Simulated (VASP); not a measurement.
# GaSb3 in VASP: further runs

Runs on GaSb3. Level: PBE. Tasks: single point.

Everything below comes from runs of VASP 6.6.1. Logs are shortened: lines on timing, memory, paths and dates and some standing lists are left out, and cuts for length are marked.

### Step 1. The cell of the first run

The structure is cubic, space group Pm-3m (No. 221). The conventional cell has a = 4.713 Å, b = 4.713 Å, c = 4.713 Å, α = 90.00°, β = 90.00°, γ = 90.00°. Ga (site symmetry m-3m) has 12 Sb at 3.33 Å within 4.4 Å. Within 4.4 Å of Sb (site symmetry 4/mmm) lie 4 Ga at 3.33 Å and 8 Sb at 3.33 Å.

The cell was built from a structure type or drawn by symmetry, and may not be a known phase.

### Step 2. Single point, PBE

INCAR

```
ALGO     = Normal         # electronic algorithm
EDIFF    = 1E-6           # SCF threshold, eV
ENCUT    = 500            # plane-wave cutoff, eV
GGA      = PE             # functional
GGA_COMPAT= F            
ISIF     = 2              # what is computed and relaxed
ISMEAR   = 0              # smearing method
LASPH    = T              # aspherical terms in the spheres
LCHARG   = F              # write CHGCAR
LREAL    = F              # projectors in reciprocal space
LWAVE    = F              # write WAVECAR
NBANDS   = 22             # bands
NELM     = 120            # most SCF steps
PREC     = Accurate       # precision mode
SIGMA    = 0.2            # smearing width, eV
```

KPOINTS

```
k-points
0
Gamma
  4 4 4
```

POSCAR

```
GaSb3
1.0
    4.7129034700      0.0000000000      0.0000000000
    0.0000000000      4.7129034700      0.0000000000
    0.0000000000      0.0000000000      4.7129034700
Ga Sb
1 3
Direct
    0.0000000000      0.0000000000      0.0000000000
    0.0000000000      0.5000000000      0.5000000000
    0.5000000000      0.0000000000      0.5000000000
    0.5000000000      0.5000000000      0.0000000000
```

Potentials or basis: VASP PAW PBE potentials, release 64 (Ga_d, Sb).

Run with:

```sh
$ cat potpaw_PBE.64/Ga_d/POTCAR potpaw_PBE.64/Sb/POTCAR > POTCAR
$ mpirun -np 1 vasp_std > vasp.out
```

OUTCAR:

```text
EDIFF = 1E-6
   ENCUT = 500
   GGA = PE
   ISIF = 2
   ISMEAR = 0
   LASPH = T
   LREAL = F
   NELM = 120
   PREC = Accurate

 ion  position               nearest neighbor table
   1  0.000  0.000  0.000-   2 3.33   3 3.33   4 3.33   2 3.33   3 3.33   2 3.33   4 3.33   2 3.33
                             3 3.33   4 3.33   3 3.33   4 3.33
   2  0.000  0.500  0.500-   1 3.33   3 3.33   4 3.33   1 3.33   4 3.33   1 3.33   3 3.33   1 3.33
                             3 3.33   4 3.33   4 3.33   3 3.33
   3  0.500  0.000  0.500-   1 3.33   2 3.33   4 3.33   1 3.33   4 3.33   2 3.33   4 3.33   4 3.33
                             1 3.33   2 3.33   1 3.33   2 3.33
   4  0.500  0.500  0.000-   1 3.33   2 3.33   3 3.33   2 3.33   3 3.33   1 3.33   3 3.33   3 3.33
                             1 3.33   2 3.33   2 3.33   1 3.33

  LATTYP: Found a simple cubic cell.
 ALAT       =     4.7129034700

  Lattice vectors:

 A1 = (   4.7129034700,   0.0000000000,   0.0000000000)
 A2 = (   0.0000000000,   4.7129034700,   0.0000000000)
 A3 = (   0.0000000000,   0.0000000000,   4.7129034700)

Analysis of symmetry for initial positions (statically):
=====================================================================
 Subroutine PRICEL returns:
 Original cell was already a primitive cell.

 Routine SETGRP: Setting up the symmetry group for a
 simple cubic supercell.

 Subroutine GETGRP returns: Found 48 space group operations
 (whereof 48 operations were pure point group operations)
 out of a pool of 48 trial point group operations.

The static configuration has the point symmetry O_h .

Analysis of symmetry for dynamics (positions and initial velocities):
=====================================================================
 Subroutine PRICEL returns:
 Original cell was already a primitive cell.

 Routine SETGRP: Setting up the symmetry group for a
 simple cubic supercell.

 Subroutine GETGRP returns: Found 48 space group operations
 (whereof 48 operations were pure point group operations)
 out of a pool of 48 trial point group operations.

The dynamic configuration has the point symmetry O_h .

 Subroutine INISYM returns: Found 48 space group operations
 (whereof 48 operations are pure point group operations),
 and found     1 'primitive' translations

----------------------------------------------------------------------------------------

                                     Primitive cell

  volume of cell :     104.6805

  direct lattice vectors                    reciprocal lattice vectors
     4.712903470  0.000000000  0.000000000     0.212183425  0.000000000  0.000000000
     0.000000000  4.712903470  0.000000000     0.000000000  0.212183425  0.000000000
     0.000000000  0.000000000  4.712903470     0.000000000  0.000000000  0.212183425

  length of vectors
     4.712903470  4.712903470  4.712903470     0.212183425  0.212183425  0.212183425

  position of ions in fractional coordinates (direct lattice)
     0.000000000  0.000000000  0.000000000
     0.000000000  0.500000000  0.500000000
     0.500000000  0.000000000  0.500000000
     0.500000000  0.500000000  0.000000000

  ion indices of the primitive-cell ions
   primitive index   ion index
                 1           1
                 2           2
                 3           3
                 4           4

----------------------------------------------------------------------------------------

 KPOINTS: k-points

Automatic generation of k-mesh.
 Grid dimensions read from file:
 generate k-points for:    4    4    4

 Generating k-lattice:

  Cartesian coordinates                     Fractional coordinates (reciprocal lattice)
     0.053045856  0.000000000  0.000000000     0.250000000  0.000000000  0.000000000
     0.000000000  0.053045856  0.000000000     0.000000000  0.250000000  0.000000000
     0.000000000  0.000000000  0.053045856     0.000000000  0.000000000  0.250000000

  Length of vectors
     0.053045856  0.053045856  0.053045856

  Shift w.r.t. Gamma in fractional coordinates (k-lattice)
     0.000000000  0.000000000  0.000000000

 Subroutine IBZKPT returns following result:
 ===========================================

 Found     10 irreducible k-points:

 Following reciprocal coordinates:
            Coordinates               Weight
  0.000000  0.000000  0.000000      1.000000
  0.250000  0.000000  0.000000      6.000000
  0.500000  0.000000  0.000000      3.000000
  0.250000  0.250000  0.000000     12.000000
  0.500000  0.250000  0.000000     12.000000
  0.500000  0.500000  0.000000      3.000000
  0.250000  0.250000  0.250000      8.000000
  0.500000  0.250000  0.250000     12.000000
  0.500000  0.500000  0.250000      6.000000
  0.500000  0.500000  0.500000      1.000000
   k-points           NKPTS =     10   k-points in BZ     NKDIM =     10   number of bands    NBANDS=     22
   number of dos      NEDOS =    301   number of ions     NIONS =      4
   total plane-waves  NPLWV =  46656
   dimension x,y,z NGX =    36 NGY =   36 NGZ =   36
   dimension x,y,z NGXF=    72 NGYF=   72 NGZF=   72
   ions per type =               1   3
   NGX,Y,Z   is equivalent  to a cutoff of  12.70, 12.70, 12.70 a.u.
   NGXF,Y,Z  is equivalent  to a cutoff of  25.40, 25.40, 25.40 a.u.
 SYSTEM =  unknown system
   PREC   = accura    normal or accurate (medium, high low for compatibility)
   ISTART =      0    job   : 0-new  1-cont  2-samecut
   ICHARG =      2    charge: 1-file 2-atom 10-const
   ISPIN  =      1    spin polarized calculation?
   LNONCOLLINEAR =      F non collinear calculations
   LSORBIT =      F    spin-orbit coupling
   LASPH  =      T    aspherical Exc in radial PAW
   ENCUT  =  500.0 eV  36.75 Ry    6.06 a.u.   8.59  8.59  8.59*2*pi/ulx,y,z
   NELM   =    120;   NELMIN=  2; NELMDL= -5     # of ELM steps
   EDIFF  = 0.1E-05   stopping-criterion for ELM
   LREAL  =      F    real-space projection
   EDIFFG = 0.1E-04   stopping-criterion for IOM
   NSW    =      0    number of steps for IOM
   IBRION =     -1    ionic relax: 0-MD 1-quasi-New 2-CG
   NFREE  =      0    steps in history (QN), initial steepest desc. (CG)
   ISIF   =      2    stress and relaxation
   ISYM   =      2    0-nonsym 1-usesym 2-fastsym
   POTIM  = 0.5000    time-step for ionic-motion
   TEBEG  =    0.0;   TEEND  =   0.0 temperature during run
   PSTRESS=    0.0 pullay stress
   NELECT =      28.0000    total number of electrons
   NUPDOWN=      -1.0000    fix difference up-down
   EMIN   =  10.00;   EMAX   =-10.00  energy-range for DOS
   EFERMI =   0.00;   METHOD = LEGACY
   ISMEAR =     0;   SIGMA  =   0.20  broadening in eV -4-tet -1-fermi 0-gaus
   EFERMI_NEDOS =   21; number of points for ismear=-14 and -15
   IALGO  =     38    algorithm
   IMIX   =      4    mixing-type and parameters
     AMIX     =   0.40;   BMIX     =  1.00
     AMIX_MAG =   1.60;   BMIX_MAG =  1.00
  volume/ion in A,a.u.               =      26.17       176.60
  Fermi-wavevector in a.u.,A,eV,Ry     =   1.054805  1.993293 15.138035  1.112614
  Thomas-Fermi vector in A             =   2.189979
   LORBIT       =      0    0 simple, 1 ext, 2 COOP (PROOUT), +10 PAW based schemes
   GGA     = PE    functional components
   LHFCALC =     F    Hartree Fock is set to
   AEXX    =    0.0000 exact exchange contribution
   IVDW    =     0    specifies the selected vdW correction
   LEPSILON=     F    determine dielectric tensor
   LRPA    =     F    only Hartree local field effects (RPA)
 non-spin polarized calculation
 Gauss-broadening in eV      SIGMA  =   0.20
  energy-cutoff  :      500.00
  volume of cell :      104.68
 maximum number of plane-waves:      2680
 NGX is ok and might be reduce to    36
   NGX = 17   NGY = 17   NGZ = 17

 number of electron      27.9999991 magnetization

 Free energy of the ion-electron system (eV)
  ---------------------------------------------------
  ext. energy  EPLUGINS =         0.00000000
  ---------------------------------------------------
  free energy    TOTEN  =       -14.47150366 eV

  energy without entropy =      -14.41141819  energy(sigma->0) =      -14.44146093

 E-fermi :   7.3573     XC(G=0): -10.1465

 val. band max:        7.3116136443   @ k =   0.2500   0.2500   0.2500
 cond. band min:       7.3685257330   @ k =   0.5000   0.2500   0.2500
 fundamental gap:      0.0569120887
 Fermi energy:         7.3572764713

 k-point     1 :       0.0000    0.0000    0.0000
  band No.  band energies     occupation
      1      -7.5778      2.00000
      2      -7.5778      2.00000
      3      -7.5731      2.00000
      4      -7.5731      2.00000
      5      -7.5731      2.00000
      6      -4.9888      2.00000
[... 14 lines left out ...]
     21      12.3407      0.00000
     22      12.6395      0.00000

 k-point     2 :       0.2500    0.0000    0.0000
  band No.  band energies     occupation
      1      -7.5770      2.00000
      2      -7.5752      2.00000
      3      -7.5752      2.00000
      4      -7.5751      2.00000
      5      -7.5731      2.00000
      6      -4.5945      2.00000
[... 14 lines left out ...]
     21      12.6358      0.00000
     22      12.8085      0.00000

 k-point     3 :       0.5000    0.0000    0.0000
  band No.  band energies     occupation
      1      -7.5772      2.00000
      2      -7.5772      2.00000
      3      -7.5761      2.00000
      4      -7.5730      2.00000
      5      -7.5724      2.00000
      6      -3.7488      2.00000
[... 14 lines left out ...]
     21      11.2430      0.00000
     22      13.7496      0.00000

 k-point     4 :       0.2500    0.2500    0.0000
  band No.  band energies     occupation
      1      -7.5785      2.00000
      2      -7.5753      2.00000
      3      -7.5751      2.00000
      4      -7.5749      2.00000
      5      -7.5729      2.00000
      6      -4.2021      2.00000
[... 14 lines left out ...]
     21      13.1418      0.00000
     22      13.8632      0.00000

 k-point     5 :       0.5000    0.2500    0.0000
  band No.  band energies     occupation
      1      -7.5816      2.00000
      2      -7.5770      2.00000
      3      -7.5749      2.00000
      4      -7.5743      2.00000
      5      -7.5701      2.00000
      6      -3.3509      2.00000
[... 14 lines left out ...]
     21      11.8190      0.00000
     22      15.8815      0.00000

 k-point     6 :       0.5000    0.5000    0.0000
  band No.  band energies     occupation
      1      -7.5858      2.00000
      2      -7.5768      2.00000
      3      -7.5768      2.00000
      4      -7.5732      2.00000
      5      -7.5673      2.00000
      6      -2.2815      2.00000
[... 14 lines left out ...]
     21      12.4793      0.00000
     22      15.2045      0.00000

 k-point     7 :       0.2500    0.2500    0.2500
  band No.  band energies     occupation
      1      -7.5786      2.00000
      2      -7.5778      2.00000
      3      -7.5778      2.00000
      4      -7.5721      2.00000
      5      -7.5721      2.00000
      6      -3.8152      2.00000
[... 14 lines left out ...]
     21      13.0068      0.00000
     22      13.4521      0.00000

 k-point     8 :       0.5000    0.2500    0.2500
  band No.  band energies     occupation
      1      -7.5815      2.00000
      2      -7.5806      2.00000
      3      -7.5778      2.00000
      4      -7.5715      2.00000
      5      -7.5691      2.00000
      6      -2.9726      2.00000
[... 14 lines left out ...]
     21      12.0244      0.00000
     22      14.9489      0.00000

 k-point     9 :       0.5000    0.5000    0.2500
  band No.  band energies     occupation
      1      -7.5850      2.00000
      2      -7.5805      2.00000
      3      -7.5805      2.00000
      4      -7.5699      2.00000
      5      -7.5670      2.00000
      6      -1.9924      2.00000
[... 14 lines left out ...]
     21      12.7142      0.00000
     22      15.6361      0.00000

 k-point    10 :       0.5000    0.5000    0.5000
  band No.  band energies     occupation
      1      -7.5842      2.00000
      2      -7.5842      2.00000
      3      -7.5842      2.00000
      4      -7.5666      2.00000
      5      -7.5666      2.00000
      6      -1.5889      2.00000
[... 14 lines left out ...]
     21      13.2192      0.00000
     22      16.1984      0.00000

------------------------ aborting loop because EDIFF is reached ----------------------------------------

  FORCE on cell =-STRESS in cart. coord.  units (eV):
  Direction    XX          YY          ZZ          XY          YZ          ZX
  --------------------------------------------------------------------------------------
  -------------------------------------------------------------------------------------
  Total        0.1825812      0.1825812      0.1825812      0.0000000     -0.0000000      0.0000000
  in kB        2.7944802      2.7944802      2.7944802      0.0000000     -0.0000000      0.0000000
  external PRESSURE =       2.7944802 kB  Pullay stress =       0.0000000 kB

 VOLUME and BASIS-vectors are now :
 -----------------------------------------------------------------------------
  energy-cutoff  :      500.00
  volume of cell :      104.68
      direct lattice vectors                 reciprocal lattice vectors
     4.712903470  0.000000000  0.000000000     0.212183425  0.000000000  0.000000000
     0.000000000  4.712903470  0.000000000     0.000000000  0.212183425  0.000000000
     0.000000000  0.000000000  4.712903470     0.000000000  0.000000000  0.212183425

 POSITION                                       TOTAL-FORCE (eV/Angst)
 -----------------------------------------------------------------------------------
      0.00000      0.00000      0.00000         0.000000      0.000000      0.000000
      0.00000      2.35645      2.35645         0.000000      0.000000      0.000000
      2.35645      0.00000      2.35645         0.000000      0.000000      0.000000
      2.35645      2.35645      0.00000         0.000000      0.000000      0.000000
 -----------------------------------------------------------------------------------
    total drift:                               -0.000000     -0.000000     -0.000000

  FREE ENERGIE OF THE ION-ELECTRON SYSTEM (eV)
  ---------------------------------------------------
  free  energy   TOTEN  =       -14.4715036619 eV

  energy  without entropy=      -14.4114181904  energy(sigma->0) =      -14.44146093
```

It took 22 s on 1 thread of AMD EPYC 7R43 (Zen 3), shared host; peak memory 0.17 GiB.

What came out:

- Free energy: -14.4715 eV
- Pressure: 0.3 GPa
- Band gap on the k mesh: zero (bands 14 and 15 overlap by 4.94 eV)

Levels at points of the mesh, in eV from the Fermi level:
| k point | band 12 | band 13 | band 14 | band 15 | band 16 | band 17 |
| --- | --- | --- | --- | --- | --- | --- |
| (0.00, 0.00, 0.00) | -4.28 | 0.81 | 0.81 | 0.81 | 1.77 | 1.77 |
| (0.50, 0.00, 0.00) | -2.01 | -2.01 | -1.02 | -0.80 | 1.83 | 2.50 |
| (0.50, 0.50, 0.00) | -1.40 | -1.29 | -1.05 | -1.01 | -1.01 | 0.89 |
| (0.50, 0.50, 0.50) | -4.98 | -4.98 | 3.93 | 3.93 | 4.21 | 4.21 |

Caveat: spin-orbit coupling is left out, which moves the levels of the heavy elements.

### Step 3. Single point, PBE

This run uses another cell than the first one, of 26.50 Å³/atom.

INCAR

```
SYSTEM = GaSb3
PREC     = Accurate       ! precision mode
ENCUT    = 500            ! plane-wave cutoff, eV
EDIFF    = 1E-6           ! SCF threshold, eV
ISMEAR   = 0              ! smearing method
SIGMA    = 0.2            ! smearing width, eV
LREAL    = .FALSE.        ! projectors in reciprocal space
LASPH    = .TRUE.         ! aspherical terms in the spheres
NELM     = 120            ! most SCF steps
ALGO     = Normal         ! electronic algorithm
ISIF     = 2              ! what is computed and relaxed
LWAVE    = .FALSE.        ! write WAVECAR
LCHARG   = .FALSE.        ! write CHGCAR
GGA      = PE             ! functional
NBANDS   = 22             ! bands
GGA_COMPAT= .FALSE.
```

KPOINTS

```
regular mesh
0
G
  4 4 4
  0 0 0
```

POSCAR

```
GaSb3
1.0
    4.7326817235      0.0000000000      0.0000000000
    0.0000000000      4.7326817235      0.0000000000
    0.0000000000      0.0000000000      4.7326817235
Ga Sb
1 3
Direct
    0.0000000000      0.0000000000      0.0000000000
    0.0000000000      0.5000000000      0.5000000000
    0.5000000000      0.0000000000      0.5000000000
    0.5000000000      0.5000000000      0.0000000000
```

Potentials or basis: VASP PAW PBE potentials, release 64 (Ga_d, Sb).

Run with:

```sh
$ cat potpaw_PBE.64/Ga_d/POTCAR potpaw_PBE.64/Sb/POTCAR > POTCAR
$ mpirun -np 1 vasp_std > vasp.out
```

Run time: 22 s. Hardware: 1 thread of AMD EPYC 7R43 (Zen 3), shared host; peak memory 0.18 GiB.

Results (log left out):

| Property | Result |
| --- | --- |
| Free energy | -14.4710 eV |
| Pressure | -0.4 GPa |
| Band gap on the k mesh | zero (bands 14 and 15 overlap by 4.86 eV) |

Levels at points of the mesh, in eV from the Fermi level:
| k point | band 10 | band 11 | band 12 | band 13 | band 14 | band 15 | band 16 | band 17 | band 18 | band 19 |
| --- | --- | --- | --- | --- | --- | --- | --- | --- | --- | --- |
| (0.00, 0.00, 0.00) | -4.24 | -4.24 | -4.24 | 0.81 | 0.81 | 0.81 | 1.77 | 1.77 | 1.77 | 4.68 |
| (0.50, 0.00, 0.00) | -2.88 | -2.88 | -1.96 | -1.96 | -0.98 | -0.76 | 1.78 | 2.47 | 2.47 | 2.47 |
| (0.50, 0.50, 0.00) | -2.34 | -1.38 | -1.38 | -1.25 | -1.05 | -0.98 | -0.98 | 0.92 | 3.63 | 3.92 |
| (0.50, 0.50, 0.50) | -5.39 | -4.90 | -4.90 | -4.90 | 3.88 | 3.88 | 4.15 | 4.15 | 4.15 | 5.82 |

Caveat: spin-orbit coupling is left out, which moves the levels of the heavy elements.

### Step 4. Single point, PBE

This run uses another cell than the first one, of 26.06 Å³/atom.

INCAR

```
SYSTEM = GaSb3
PREC = Accurate
ENCUT = 500
EDIFF = 1E-6
ISMEAR = 0
SIGMA = 0.2
LREAL = .FALSE.
LASPH = .TRUE.
NELM = 120
ALGO = Normal
ISIF = 2
LWAVE = .FALSE.
LCHARG = .TRUE.
GGA = PE
LELF = .TRUE.
LVHAR = .TRUE.
NBANDS = 22
GGA_COMPAT = .FALSE.
```

KPOINTS

```
Automatic mesh
0
G
  4 4 4
  0 0 0
```

POSCAR

```
GaSb3
1.0
    3.3322122976      1.9238536686      2.7098511013
   -3.3322122976      1.9238536686      2.7098511013
    0.0000000000     -3.8477073324      2.7098511048
Ga Sb
1 3
Direct
    0.0000000000      0.0000000000      0.0000000000
    0.0000000000      0.5000000000      0.5000000000
    0.5000000000      0.5000000000      0.0000000000
    0.5000000000      0.0000000000      0.5000000000
```

Run with:

```sh
$ cat potpaw_PBE.64/Ga_d/POTCAR potpaw_PBE.64/Sb/POTCAR > POTCAR
$ mpirun -np 1 vasp_std > vasp.out
```

It took 38 s on 1 thread of AMD EPYC 7R43 (Zen 3), shared host; peak memory 0.18 GiB.

It converged, with:

```
Free energy            : -14.4704 eV
Pressure               : 0.5 GPa
Band gap on the k mesh : zero (bands 14 and 15 overlap by 4.98 eV)
```

Levels at points of the mesh, in eV from the Fermi level:
| k point | band 12 | band 13 | band 14 | band 15 | band 16 | band 17 |
| --- | --- | --- | --- | --- | --- | --- |
| (0.00, 0.00, 0.00) | -4.29 | 0.77 | 0.82 | 0.82 | 1.76 | 1.76 |
| (0.50, 0.00, 0.00) | -2.04 | -2.02 | -1.03 | -0.81 | 1.85 | 2.47 |
| (0.50, 0.50, 0.00) | -1.40 | -1.30 | -1.06 | -1.03 | -1.00 | 0.88 |
| (0.50, 0.50, 0.50) | -5.01 | -5.00 | 3.95 | 3.95 | 4.23 | 4.23 |

Caveat: spin-orbit coupling is left out, which moves the levels of the heavy elements.

[end of part 1 of 2]
